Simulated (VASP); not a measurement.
# Cr (Im-3m) in VASP: notebook, part 2 of 2

VASP 6.6.1. Earlier steps stand in the parts before.

## 3. Single point, LDA

The input, INCAR:

```
SYSTEM = Cr
PREC     = Accurate       ! precision mode
ENCUT    = 500            ! plane-wave cutoff, eV
EDIFF    = 1E-6           ! SCF threshold, eV
ISMEAR   = 0              ! smearing method
SIGMA    = 0.1            ! smearing width, eV
LREAL    = .False.        ! projectors in reciprocal space
LASPH    = .True.         ! aspherical terms in the spheres
NELM     = 120            ! most SCF steps
ALGO     = Normal         ! electronic algorithm
ISIF     = 2              ! what is computed and relaxed
LWAVE    = .False.        ! write WAVECAR
LCHARG   = .False.        ! write CHGCAR
GGA      = CA             ! functional
NBANDS   = 12             ! bands
GGA_COMPAT= .False.
```

The input, KPOINTS:

```
regular mesh
0
Gamma
  16 16 16
  0 0 0
```

The input, POSCAR:

```
Cr
1.0
   -1.3942485114      1.3942485114      1.3942485114
    1.3942485114     -1.3942485114      1.3942485114
    1.3942485114      1.3942485114     -1.3942485114
Cr
1
Direct
    0.0000000000      0.0000000000      0.0000000000
```

Potentials or basis: VASP PAW LDA potentials, release 64 (Cr_pv).

Launch:

```bash
$ cat potpaw_LDA.64/Cr_pv/POTCAR > POTCAR
$ mpirun -np 1 vasp_std > vasp.out
```

OUTCAR:

```text
SYSTEM = Cr
   PREC = Accurate
   ENCUT = 500
   EDIFF = 1E-6
   ISMEAR = 0
   LREAL = .False.
   LASPH = .True.
   NELM = 120
   ISIF = 2
   GGA = CA

 ion  position               nearest neighbor table
   1  0.000  0.000  0.000-

  LATTYP: Found a body centered cubic cell.
 ALAT       =     2.7884970228

  Lattice vectors:

 A1 = (  -1.3942485114,   1.3942485114,   1.3942485114)
 A2 = (   1.3942485114,  -1.3942485114,   1.3942485114)
 A3 = (   1.3942485114,   1.3942485114,  -1.3942485114)

Analysis of symmetry for initial positions (statically):
=====================================================================
 Subroutine PRICEL returns:
 Original cell was already a primitive cell.

 Routine SETGRP: Setting up the symmetry group for a
 body centered cubic supercell.

 Subroutine GETGRP returns: Found 48 space group operations
 (whereof 48 operations were pure point group operations)
 out of a pool of 48 trial point group operations.

The static configuration has the point symmetry O_h .

Analysis of symmetry for dynamics (positions and initial velocities):
=====================================================================
 Subroutine PRICEL returns:
 Original cell was already a primitive cell.

 Routine SETGRP: Setting up the symmetry group for a
 body centered cubic supercell.

 Subroutine GETGRP returns: Found 48 space group operations
 (whereof 48 operations were pure point group operations)
 out of a pool of 48 trial point group operations.

The dynamic configuration has the point symmetry O_h .

 Subroutine INISYM returns: Found 48 space group operations
 (whereof 48 operations are pure point group operations),
 and found     1 'primitive' translations

----------------------------------------------------------------------------------------

                                     Primitive cell

[... 113 lines left out ...]
   GGA     = CA    functional components
   LHFCALC =     F    Hartree Fock is set to
   AEXX    =    0.0000 exact exchange contribution
   IVDW    =     0    specifies the selected vdW correction
   LEPSILON=     F    determine dielectric tensor
   LRPA    =     F    only Hartree local field effects (RPA)
 non-spin polarized calculation
 Gauss-broadening in eV      SIGMA  =   0.10
  energy-cutoff  :      500.00
  volume of cell :       10.84
 maximum number of plane-waves:       285
 NGX is ok and might be reduce to    18
   NGX =  9   NGY =  9   NGZ =  9

 number of electron      12.0000011 magnetization

 Free energy of the ion-electron system (eV)
  ---------------------------------------------------
  ext. energy  EPLUGINS =         0.00000000
  ---------------------------------------------------
  free energy    TOTEN  =       -10.63180046 eV

  energy without entropy =      -10.62789640  energy(sigma->0) =      -10.62984843

 E-fermi :  11.6965     XC(G=0): -14.3776

 val. band max:       11.6937615707   @ k =  -0.2500   0.2500   0.1250
 cond. band min:      11.7464357733   @ k =   0.3750   0.0625   0.0625
 fundamental gap:      0.0526742026
 Fermi energy:        11.6964856446

 k-point     1 :       0.0000    0.0000    0.0000
  band No.  band energies     occupation
      1     -30.5145      2.00000
      2     -30.5145      2.00000
      3     -30.5145      2.00000
      4       3.7268      2.00000
      5      10.7233      2.00000
      6      10.7233      2.00000
      7      10.7233      2.00000
      8      12.9016      0.00000
      9      12.9016      0.00000
     10      17.1149      0.00000
     11      34.5536      0.00000
     12      34.5536      0.00000
[... 331 lines left out ...]
 k-point    24 :       0.2500    0.1875    0.0000
  band No.  band energies     occupation
      1     -31.4144      2.00000
      2     -30.8784      2.00000
      3     -30.6119      2.00000
      4       7.8050      2.00000
      5       9.2976      2.00000
      6      10.0150      2.00000
      7      12.5534      0.00000
      8      13.4046      0.00000
      9      15.2748      0.00000
     10      17.1143      0.00000
     11      26.2892      0.00000
     12      27.9203      0.00000

 [... further k-points ...]

------------------------ aborting loop because EDIFF is reached ----------------------------------------

  FORCE on cell =-STRESS in cart. coord.  units (eV):
  Direction    XX          YY          ZZ          XY          YZ          ZX
  --------------------------------------------------------------------------------------
  -------------------------------------------------------------------------------------
  Total       -0.0044638     -0.0044638     -0.0044638      0.0000000      0.0000000      0.0000000
  in kB       -0.6596861     -0.6596861     -0.6596861      0.0000000      0.0000000      0.0000000
  external PRESSURE =      -0.6596861 kB  Pullay stress =       0.0000000 kB

 VOLUME and BASIS-vectors are now :
 -----------------------------------------------------------------------------
  energy-cutoff  :      500.00
  volume of cell :       10.84
      direct lattice vectors                 reciprocal lattice vectors
    -1.394248511  1.394248511  1.394248511     0.000000000  0.358616126  0.358616126
     1.394248511 -1.394248511  1.394248511     0.358616126  0.000000000  0.358616126
     1.394248511  1.394248511 -1.394248511     0.358616126  0.358616126  0.000000000

 POSITION                                       TOTAL-FORCE (eV/Angst)
 -----------------------------------------------------------------------------------
      0.00000      0.00000      0.00000        -0.000000      0.000000     -0.000000
 -----------------------------------------------------------------------------------
    total drift:                                0.000000      0.000000      0.000000

  FREE ENERGIE OF THE ION-ELECTRON SYSTEM (eV)
  ---------------------------------------------------
  free  energy   TOTEN  =       -10.6318004580 eV

  energy  without entropy=      -10.6278963997  energy(sigma->0) =      -10.62984843
```

stdout:

```text
POSCAR found type information on POSCAR Cr
 POSCAR found :  1 types and       1 ions
 scaLAPACK will be used
 LDA part: xc-table for (Slater(with rela. corr.)+CA(PZ))
 , standard interpolation
 POSCAR, INCAR and KPOINTS ok, starting setup
 FFT: planning ... GRIDC
 FFT: planning ... GRID_SOFT
 FFT: planning ... GRID
 WAVECAR not read
 entering main loop
```

It took 24 s on 1 thread of Intel Xeon 8259CL, shared host; peak memory 0.13 GiB.

What came out:

```yaml
Free_energy: -10.6318 eV
Pressure: -0.1 GPa
Band_gap_on_the_k_mesh: zero (band 6 reaches 14.43 eV, above the bottom of band 7 at 10.72 eV)
```

Caveat: the run has no spin polarisation, though such a crystal can be magnetic. Spin polarisation is off, so any magnetic state and its effect on volume and gap are missing.

## 4. Single point, LDA

The input, INCAR:

```
SYSTEM = Cr
PREC = Accurate ; ENCUT = 500
EDIFF = 1E-6 ; ISMEAR = 0
SIGMA = 0.2 ; LREAL = .FALSE.
LASPH = .TRUE. ; NELM = 120
ALGO = Normal ; ISIF = 2
LWAVE = .FALSE. ; LCHARG = .FALSE.
NBANDS = 12 ; GGA_COMPAT = .FALSE.
```

The input, KPOINTS:

```
Automatic mesh
0
G
  16 16 16
  0 0 0
```

POSCAR is that of step 3.

Launch:

```bash
$ cat potpaw_LDA.64/Cr_pv/POTCAR > POTCAR
$ mpirun -np 1 vasp_std > vasp.out
```

Wall time 22 s (1 thread of Intel Xeon 8259CL, shared host); peak memory 0.13 GiB.

It converged, with:

```yaml
Free_energy: -10.6370 eV
Pressure: 0.0 GPa
Band_gap_on_the_k_mesh: zero (band 6 reaches 14.43 eV, above the bottom of band 7 at 10.72 eV)
```

Levels at points of the mesh, in eV from the Fermi level:
| k point | band 2 | band 3 | band 4 | band 5 | band 6 | band 7 | band 8 | band 9 | band 10 | band 11 |
| --- | --- | --- | --- | --- | --- | --- | --- | --- | --- | --- |
| (0.00, 0.00, 0.00) | -42.22 | -42.22 | -7.98 | -0.99 | -0.99 | -0.99 | 1.19 | 1.19 | 5.41 | 22.84 |
| (0.50, 0.00, 0.00) | -42.58 | -42.23 | -4.75 | -2.68 | 1.23 | 1.40 | 1.57 | 3.15 | 5.40 | 10.76 |
| (0.50, 0.50, 0.50) | -43.01 | -43.01 | -4.74 | -4.74 | 2.72 | 2.72 | 2.72 | 5.41 | 11.23 | 11.23 |

Caveat: the run has no spin polarisation, though such a crystal can be magnetic.

## 5. Summary

```csv
smearing,gap on the mesh (eV),pressure (GPa)
gaussian 0.03 eV,none,0.0
gaussian 0.1 eV,none,-0.1
gaussian 0.2 eV,none,0.0
```

Alike in all rows: task single point; level LDA; potentials or basis VASP PAW LDA potentials, release 64 (Cr_pv); no spin polarisation; cell as given; k mesh 16 × 16 × 16; cutoff (eV) 500.

Every run on the cell as given and a fine mesh finds a metal.

Caveats: the run has no spin polarisation, though such a crystal can be magnetic.

Total energies depend on the potentials used, so only differences within one code and one set of settings carry meaning.
